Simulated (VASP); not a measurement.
# PdRh2S4 (I422) in VASP: single point with r2SCAN+rVV10

Aim: the single point of PdRh2S4 with r2SCAN+rVV10.

Everything below comes from runs of VASP 6.6.1. Logs are shortened: lines on timing, memory, paths and dates and some standing lists are left out, and cuts for length are marked.

## (1) The cell of the first run

It takes space group I422 (No. 97, tetragonal). The conventional cell has a = 6.679 Å, b = 6.679 Å, c = 5.518 Å, α = 90.00°, β = 90.00°, γ = 90.00°. Within 3.7 Å of Pd (site symmetry 422) lie 8 S at 2.79 Å and 4 Rh at 3.34 Å. Rh (site symmetry 222) has 4 S at 2.26 Å and 2 Rh at 2.76 Å within 3.0 Å. Within 3.0 Å of S (site symmetry 2) lie 2 Rh at 2.26 Å and 2 Pd at 2.79 Å and 2 S at 2.98 Å.

## (2) Single point, r2SCAN+rVV10

Contents of POSCAR:

```
PdRh2S4
1.0
   -3.3396075626      3.3396075626      2.7589455657
    3.3396075626     -3.3396075626      2.7589455657
    3.3396075626      3.3396075626     -2.7589455657
Pd Rh S
1 2 4
Direct
    0.0000000000      0.0000000000      0.0000000000
    0.0000000000      0.5000000000      0.5000000000
    0.5000000000      0.0000000000      0.5000000000
    0.0602213525      0.9397786475      0.5000000000
    0.5602213525      0.0602213525      0.1204427049
    0.9397786475      0.4397786475      0.8795572951
    0.4397786475      0.5602213525      0.5000000000
```

Contents of INCAR.step1:

```
SYSTEM = PdRh2S4
ALGO = Normal
EDIFF = 1E-4
ENCUT = 520
GGA = PE
ISMEAR = -1
LASPH = .True.
LCHARG = .False.
LREAL = .False.
LWAVE = .True.
NBANDS = 41
NELM = 100
PREC = Accurate
SIGMA = 0.03
```

Contents of INCAR.step2:

```
SYSTEM = PdRh2S4
ALGO = Normal
BPARAM = 11.95
CPARAM = 0.0093
EDIFF = 1E-7
ENCUT = 520
ISIF = 2
ISMEAR = -1
ISTART = 1
IVDW_NL = 2
LASPH = .True.
LCHARG = .True.
LELF = .True.
LMIXTAU = .True.
LREAL = .False.
LUSE_VDW = .True.
LVHAR = .True.
LWAVE = .False.
METAGGA = R2SCAN
NBANDS = 41
NELM = 100
PREC = Accurate
SIGMA = 0.03
```

Contents of KPOINTS:

```
k-points
0
Gamma
  6 6 6
  0 0 0
```

Potentials or basis: VASP PAW PBE potentials, release 64 (Pd, Rh_pv, S).

Launch:

```console
$ cat potpaw_PBE.64/Pd/POTCAR potpaw_PBE.64/Rh_pv/POTCAR potpaw_PBE.64/S/POTCAR > POTCAR
$ cp INCAR.step1 INCAR
$ mpirun -np 1 vasp_std > vasp.out
$ cp INCAR.step2 INCAR
$ mpirun -np 1 vasp_std > vasp.out
```

OUTCAR:

```text
SYSTEM = PdRh2S4
   BPARAM = 11.95
   EDIFF = 1E-7
   ENCUT = 520
   ISIF = 2
   ISMEAR = -1
   ISTART = 1
   IVDW_NL = 2
   LASPH = .True.
   LREAL = .False.
   METAGGA = R2SCAN
   NELM = 100
   PREC = Accurate

 ion  position               nearest neighbor table
   1  0.000  0.000  0.000-   5 2.79   6 2.79   7 2.79   4 2.79   4 2.79   7 2.79   6 2.79   5 2.79
                             2 3.34   2 3.34   3 3.34   3 3.34
   2  0.000  0.500  0.500-   4 2.26   7 2.26   5 2.26   6 2.26   3 2.76   3 2.76   1 3.34   1 3.34

   3  0.500  0.000  0.500-   4 2.26   7 2.26   6 2.26   5 2.26   2 2.76   2 2.76   1 3.34   1 3.34

   4  0.060  0.940  0.500-   2 2.26   3 2.26   1 2.79   1 2.79
   5  0.560  0.060  0.120-   2 2.26   3 2.26   1 2.79   1 2.79
   6  0.940  0.440  0.880-   3 2.26   2 2.26   1 2.79   1 2.79
   7  0.440  0.560  0.500-   2 2.26   3 2.26   1 2.79   1 2.79

  LATTYP: Found a body centered tetragonal cell.
 ALAT       =     6.6792151252
 C/A-ratio  =     0.8261286735

  Lattice vectors:

 A1 = (  -3.3396075626,   3.3396075626,   2.7589455657)
 A2 = (   3.3396075626,  -3.3396075626,   2.7589455657)
 A3 = (   3.3396075626,   3.3396075626,  -2.7589455657)

Analysis of symmetry for initial positions (statically):
=====================================================================
 Subroutine PRICEL returns:
 Original cell was already a primitive cell.

 Routine SETGRP: Setting up the symmetry group for a
 body centered tetragonal supercell.

 Subroutine GETGRP returns: Found  8 space group operations
 (whereof  8 operations were pure point group operations)
 out of a pool of 16 trial point group operations.

The static configuration has the point symmetry D_4 .

Analysis of symmetry for dynamics (positions and initial velocities):
=====================================================================
 Subroutine PRICEL returns:
 Original cell was already a primitive cell.

 Routine SETGRP: Setting up the symmetry group for a
 body centered tetragonal supercell.

 Subroutine GETGRP returns: Found  8 space group operations
 (whereof  8 operations were pure point group operations)
 out of a pool of 16 trial point group operations.

The dynamic configuration has the point symmetry D_4 .

 Subroutine INISYM returns: Found  8 space group operations
 (whereof  8 operations are pure point group operations),
 and found     1 'primitive' translations

----------------------------------------------------------------------------------------

                                     Primitive cell

  volume of cell :     123.0818

  direct lattice vectors                    reciprocal lattice vectors
    -3.339607563  3.339607563  2.758945566     0.000000000  0.149718190  0.181228657
     3.339607563 -3.339607563  2.758945566     0.149718190  0.000000000  0.181228657
     3.339607563  3.339607563 -2.758945566     0.149718190  0.149718190  0.000000000

  length of vectors
     5.469710959  5.469710959  5.469710959     0.235073101  0.235073101  0.211733495

  position of ions in fractional coordinates (direct lattice)
     0.000000000  0.000000000  0.000000000
     0.000000000  0.500000000  0.500000000
     0.500000000  0.000000000  0.500000000
     0.060221353  0.939778647  0.500000000
     0.560221353  0.060221353  0.120442705
     0.939778647  0.439778647  0.879557295
     0.439778647  0.560221353  0.500000000

  ion indices of the primitive-cell ions
   primitive index   ion index
                 1           1
                 2           2
                 3           3
                 4           4
                 5           5
                 6           6
                 7           7

----------------------------------------------------------------------------------------

 KPOINTS: k-points

Automatic generation of k-mesh.
 Grid dimensions read from file:
 generate k-points for:    6    6    6

 Generating k-lattice:

  Cartesian coordinates                     Fractional coordinates (reciprocal lattice)
     0.000000000  0.024953032  0.030204776     0.166666667  0.000000000  0.000000000
     0.024953032  0.000000000  0.030204776     0.000000000  0.166666667  0.000000000
     0.024953032  0.024953032  0.000000000     0.000000000  0.000000000  0.166666667

  Length of vectors
     0.039178850  0.039178850  0.035288916

  Shift w.r.t. Gamma in fractional coordinates (k-lattice)
     0.000000000  0.000000000  0.000000000

 Subroutine IBZKPT returns following result:
 ===========================================

 Found     30 irreducible k-points:

 Following reciprocal coordinates:
            Coordinates               Weight
  0.000000  0.000000  0.000000      1.000000
  0.166667  0.000000 -0.000000      8.000000
  0.333333  0.000000 -0.000000      8.000000
  0.500000  0.000000 -0.000000      4.000000
  0.166667  0.166667 -0.000000      8.000000
  0.333333  0.166667 -0.000000     16.000000
[... 16 lines left out ...]
 -0.333333 -0.333333  0.166667      8.000000
 -0.166667 -0.333333  0.166667      8.000000
 [... further k-points ...]
   k-points           NKPTS =     30   k-points in BZ     NKDIM =     30   number of bands    NBANDS=     41
   number of dos      NEDOS =    301   number of ions     NIONS =      7
   total plane-waves  NPLWV =  74088
   dimension x,y,z NGX =    42 NGY =   42 NGZ =   42
   dimension x,y,z NGXF=    84 NGYF=   84 NGZF=   84
   ions per type =               1   2   4
   NGX,Y,Z   is equivalent  to a cutoff of  12.77, 12.77, 12.77 a.u.
   NGXF,Y,Z  is equivalent  to a cutoff of  25.53, 25.53, 25.53 a.u.
 SYSTEM =  PdRh2S4
   PREC   = accura    normal or accurate (medium, high low for compatibility)
   ISTART =      1    job   : 0-new  1-cont  2-samecut
   ICHARG =      0    charge: 1-file 2-atom 10-const
   ISPIN  =      1    spin polarized calculation?
   LNONCOLLINEAR =      F non collinear calculations
   LSORBIT =      F    spin-orbit coupling
   LASPH  =      T    aspherical Exc in radial PAW
   ENCUT  =  520.0 eV  38.22 Ry    6.18 a.u.  10.17 10.17 10.17*2*pi/ulx,y,z
   NELM   =    100;   NELMIN=  2; NELMDL=  0     # of ELM steps
   EDIFF  = 0.1E-06   stopping-criterion for ELM
   LREAL  =      F    real-space projection
   EDIFFG = 0.1E-05   stopping-criterion for IOM
   NSW    =      0    number of steps for IOM
   IBRION =     -1    ionic relax: 0-MD 1-quasi-New 2-CG
   NFREE  =      0    steps in history (QN), initial steepest desc. (CG)
   ISIF   =      2    stress and relaxation
   ISYM   =      2    0-nonsym 1-usesym 2-fastsym
   POTIM  = 0.5000    time-step for ionic-motion
   TEBEG  =    0.0;   TEEND  =   0.0 temperature during run
   PSTRESS=    0.0 pullay stress
   NELECT =      64.0000    total number of electrons
   NUPDOWN=      -1.0000    fix difference up-down
   EMIN   =  10.00;   EMAX   =-10.00  energy-range for DOS
   EFERMI =   0.00;   METHOD = LEGACY
   ISMEAR =    -1;   SIGMA  =   0.03  broadening in eV -4-tet -1-fermi 0-gaus
   EFERMI_NEDOS =   21; number of points for ismear=-14 and -15
   IALGO  =     38    algorithm
   IMIX   =      4    mixing-type and parameters
     AMIX     =   0.40;   BMIX     =  1.00
     AMIX_MAG =   1.60;   BMIX_MAG =  1.00
  volume/ion in A,a.u.               =      17.58       118.66
  Fermi-wavevector in a.u.,A,eV,Ry     =   1.316447  2.487725 23.579354  1.733034
  Thomas-Fermi vector in A             =   2.446559
   LORBIT       =      0    0 simple, 1 ext, 2 COOP (PROOUT), +10 PAW based schemes
   METAGGA = R2SCAN    functional components
   LHFCALC =     F    Hartree Fock is set to
   AEXX    =    0.0000 exact exchange contribution
   IVDW_NL    =     2    kernel type
   BPARAM     =11.9500
   IVDW    =     0    specifies the selected vdW correction
   LEPSILON=     F    determine dielectric tensor
   LRPA    =     F    only Hartree local field effects (RPA)
 non-spin polarized calculation
  energy-cutoff  :      520.00
  volume of cell :      123.08
 maximum number of plane-waves:      3338
 NGX is ok and might be reduce to    42
   NGX = 21   NGY = 21   NGZ = 21

 number of electron      63.9999982 magnetization

 Free energy of the ion-electron system (eV)
  ---------------------------------------------------
  ext. energy  EPLUGINS =         0.00000000
  ---------------------------------------------------
  free energy    TOTEN  =      -101.87607492 eV

  energy without entropy =     -101.86237011  energy(sigma->0) =     -101.86922252

 E-fermi :   7.1501     XC(G=0): -11.7536

 val. band max:        7.1416807372   @ k =   0.5000   0.0000  -0.0000
 cond. band min:       7.1529036885   @ k =   0.5000   0.3333  -0.0000
 fundamental gap:      0.0112229513
 Fermi energy:         7.1500646113

 k-point     1 :       0.0000    0.0000    0.0000
  band No.  band energies     occupation
      1     -41.9606      2.00000
      2     -41.6108      2.00000
      3     -41.5432      2.00000
      4     -41.5432      2.00000
      5     -41.4615      2.00000
      6     -41.4615      2.00000
[... 33 lines left out ...]
     40      13.1701      0.00000
     41      14.7307      0.00000

 k-point     2 :       0.1667    0.0000   -0.0000
  band No.  band energies     occupation
      1     -41.9376      2.00000
      2     -41.6347      2.00000
      3     -41.5440      2.00000
      4     -41.5399      2.00000
      5     -41.4648      2.00000
      6     -41.4607      2.00000
[... 33 lines left out ...]
     40      13.2435      0.00000
     41      14.1758      0.00000

 k-point     3 :       0.3333    0.0000   -0.0000
  band No.  band energies     occupation
      1     -41.8745      2.00000
      2     -41.6997      2.00000
      3     -41.5431      2.00000
      4     -41.5356      2.00000
      5     -41.4693      2.00000
      6     -41.4617      2.00000
[... 33 lines left out ...]
     40      13.6791      0.00000
     41      13.9741      0.00000

 k-point     4 :       0.5000    0.0000   -0.0000
  band No.  band energies     occupation
      1     -41.7875      2.00000
      2     -41.7875      2.00000
      3     -41.5425      2.00000
      4     -41.5334      2.00000
      5     -41.4715      2.00000
      6     -41.4624      2.00000
[... 825 lines left out ...]
     40      13.7553      0.00000
     41      14.3947      0.00000

 k-point    23 :      -0.3333   -0.3333    0.1667
  band No.  band energies     occupation
      1     -41.8746      2.00000
      2     -41.6996      2.00000
      3     -41.5433      2.00000
      4     -41.5357      2.00000
      5     -41.4693      2.00000
      6     -41.4616      2.00000
[... 33 lines left out ...]
     40      13.9345      0.00000
     41      14.3794      0.00000

 k-point    24 :      -0.1667   -0.3333    0.1667
  band No.  band energies     occupation
      1     -41.7876      2.00000
      2     -41.7875      2.00000
      3     -41.5425      2.00000
      4     -41.5334      2.00000
      5     -41.4715      2.00000
      6     -41.4623      2.00000
[... 33 lines left out ...]
     40      13.7341      0.00000
     41      13.9002      0.00000

 [... further k-points ...]
[... 5 lines left out ...]
  --------------------------------------------------------------------------------------
  -------------------------------------------------------------------------------------
  Total        0.0284905      0.0284905      0.0509585      0.0000000     -0.0000000      0.0000000
  in kB        0.3708657      0.3708657      0.6633360      0.0000000     -0.0000000      0.0000000
  external PRESSURE =       0.4683558 kB  Pullay stress =       0.0000000 kB

 VOLUME and BASIS-vectors are now :
 -----------------------------------------------------------------------------
  energy-cutoff  :      520.00
  volume of cell :      123.08
      direct lattice vectors                 reciprocal lattice vectors
    -3.339607563  3.339607563  2.758945566     0.000000000  0.149718190  0.181228657
     3.339607563 -3.339607563  2.758945566     0.149718190  0.000000000  0.181228657
     3.339607563  3.339607563 -2.758945566     0.149718190  0.149718190  0.000000000

 POSITION                                       TOTAL-FORCE (eV/Angst)
 -----------------------------------------------------------------------------------
      0.00000      0.00000      0.00000         0.000000     -0.000000     -0.000000
      3.33961      0.00000      0.00000         0.000000     -0.000000     -0.000000
      0.00000      3.33961      0.00000         0.000000      0.000000     -0.000000
      4.60718     -1.26757      1.37947        -0.013570      0.013570     -0.000000
     -1.26757      2.07204      1.37947         0.013570      0.013570     -0.000000
      1.26757      4.60718      1.37947        -0.013570     -0.013570      0.000000
      2.07204      1.26757      1.37947         0.013570     -0.013570      0.000000
 -----------------------------------------------------------------------------------
    total drift:                               -0.000005      0.000005      0.000000

  FREE ENERGIE OF THE ION-ELECTRON SYSTEM (eV)
  ---------------------------------------------------
  free  energy   TOTEN  =      -101.8760749202 eV

  energy  without entropy=     -101.8623701114  energy(sigma->0) =     -101.86922252
```

Wall time 25 min (1 thread of AMD EPYC 7R43 (Zen 3), shared host); peak memory 0.59 GiB.

What came out:

| Property | Result |
| --- | --- |
| Free energy | -101.8761 eV |
| Pressure | 0.0 GPa |
| Largest force | 0.019 eV/Å |
| Band gap on the k mesh | zero (bands 32 and 33 overlap by 0.55 eV) |

Forces on the atoms (eV/Å):
```
Pd   0.000  0.000  0.000
Rh   0.000  0.000  0.000
Rh   0.000  0.000  0.000
S   -0.014  0.014  0.000
S    0.014  0.014  0.000
S   -0.014 -0.014  0.000
S    0.014 -0.014  0.000
```

Caveat: the PAW data sets were made with another functional, which shifts forces and pressure a little.
